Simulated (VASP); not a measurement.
# Sn3GeTe4: single point with PBE

Sn3GeTe4:

```
Sn Ge Te
1.0
     4.56520    0.00000    0.00000
     0.00000    4.43826    0.00000
    -0.32203    0.00000   12.74248
Sn Ge Te
3 1 4
Cartesian
  -0.2578 0.0000 12.6393
  2.0625 2.2191 9.4891
  2.3114 2.2191 3.1738
  0.0857 0.0000 6.2517
  4.2026 0.0000 9.5669
  1.9271 2.2191 6.4116
  4.4447 0.0000 3.3681
  2.1963 2.2191 0.0695
```

```yaml
Program: VASP 6.6.1
Task: single point
Functional: PBE
Potentials_or_basis: VASP PAW PBE potentials, release 64 (Sn_d, Ge_d, Te)
Cutoff: 520 eV
k_mesh: 4 × 4 × 2
Occupations: gaussian, width 0.1 eV
Spin: no spin polarisation
```

```
Pressure               : -0.1 GPa
Largest force          : 0.057 eV/Å
Band gap on the k mesh : 0.19 eV
```

Forces in eV/Å, atoms in the order of the input:
```
Sn   0.029  0.000 -0.019
Sn   0.046  0.000  0.023
Sn   0.039  0.000 -0.016
Ge   0.019  0.000 -0.010
Te  -0.043  0.000  0.038
Te  -0.026  0.000 -0.022
Te  -0.037  0.000  0.029
Te  -0.026  0.000 -0.023
```

Stress tensor (GPa, compression positive):
```
-0.15  0.00  0.01
 0.00  0.05  0.00
 0.01  0.00 -0.31
```

Levels at points of the mesh, in eV from the valence-band top:
| k point | band 36 | band 37 | band 38 | band 39 | band 40 | band 41 | band 42 | band 43 | band 44 | band 45 |
| --- | --- | --- | --- | --- | --- | --- | --- | --- | --- | --- |
| (0.00, 0.00, 0.00) | -2.00 | -1.87 | -1.80 | -1.63 | -1.51 | 1.88 | 1.91 | 2.25 | 2.69 | 3.04 |
| (0.50, 0.00, 0.00) | -1.48 | -1.04 | -0.63 | -0.23 | -0.01 | 0.36 | 0.62 | 0.79 | 0.81 | 0.91 |
| (0.00, 0.50, 0.00) | -1.65 | -1.17 | -0.76 | -0.22 | 0.00 | 0.19 | 0.46 | 0.66 | 0.67 | 0.85 |
| (0.50, 0.50, 0.00) | -3.32 | -3.27 | -3.19 | -0.86 | -0.63 | 1.05 | 1.14 | 2.32 | 2.38 | 4.49 |
| (0.00, 0.00, 0.50) | -2.09 | -2.06 | -2.02 | -0.95 | -0.82 | 1.44 | 1.66 | 1.92 | 2.64 | 3.08 |
| (0.50, 0.00, 0.50) | -1.53 | -0.98 | -0.49 | -0.37 | -0.33 | 0.80 | 0.85 | 0.88 | 0.95 | 0.95 |
| (0.00, 0.50, 0.50) | -1.72 | -1.22 | -0.60 | -0.57 | -0.50 | 0.60 | 0.70 | 0.72 | 0.87 | 0.89 |
| (0.50, 0.50, 0.50) | -3.54 | -2.35 | -2.26 | -2.21 | -2.17 | 2.41 | 2.75 | 2.81 | 2.91 | 3.25 |

Wall time 100 s on 1 thread of Intel(R) Xeon(R) 6975P-C (Granite Rapids) (shared host), peak memory 0.47 GiB.

Caveat: spin-orbit coupling is left out, which moves the levels of the heavy elements. A k mesh can miss the band edges.
